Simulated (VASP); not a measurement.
Set up this calculation in VASP 6.6.1, as the native input.

- Task: single point
- Functional: PBE
- Potentials or basis: VASP PAW PBE potentials, release 64 (Sn_d)
- Cutoff: 520 eV
- k mesh: 8 × 8 × 8
- Occupations: methfessel-paxton, width 0.1 eV
- Spin: no spin polarisation
- Dipole correction: no
- Further INCAR settings: ALGO = Normal; EDIFF = 1e-06; NBANDS = 21

The structure of Sn lies in POSCAR:

```
Sn
1.0
    0.0000000000      3.3289000152      3.3289000152
    3.3289000152      0.0000000000      3.3289000152
    3.3289000152      3.3289000152      0.0000000000
Sn
2
Direct
    0.5000000000      0.5000000000      0.5000000000
    0.7500000000      0.7500000000      0.7500000000
```

One way to write it, as run:

INCAR

```
SYSTEM = Sn
PREC = Accurate ; ENCUT = 520
EDIFF = 1E-6 ; ISMEAR = 1
SIGMA = 0.1 ; LREAL = .False.
LASPH = .True. ; NELM = 100
ALGO = Normal ; ISIF = 2
LWAVE = .False. ; LCHARG = .True.
GGA = PE ; LELF = .True.
LVHAR = .True. ; NBANDS = 21
```

KPOINTS

```
regular mesh
0
Gamma
  8 8 8
  0 0 0
```

Potentials or basis: VASP PAW PBE potentials, release 64 (Sn_d).

The run is started by

```console
$ cat potpaw_PBE.64/Sn_d/POTCAR > POTCAR
$ mpirun -np 1 vasp_std > vasp.out
```

It gave:

The pressure is -0.1 GPa. The band gap on the k mesh is zero (band 14 reaches 4.95 eV, above the bottom of band 15 at 4.72 eV).

Caveat: spin-orbit coupling is left out, which moves the levels of the heavy elements.

Run time: 36 s on 1 thread of Intel Xeon 6975P-C (shared host), peak memory 0.21 GiB.
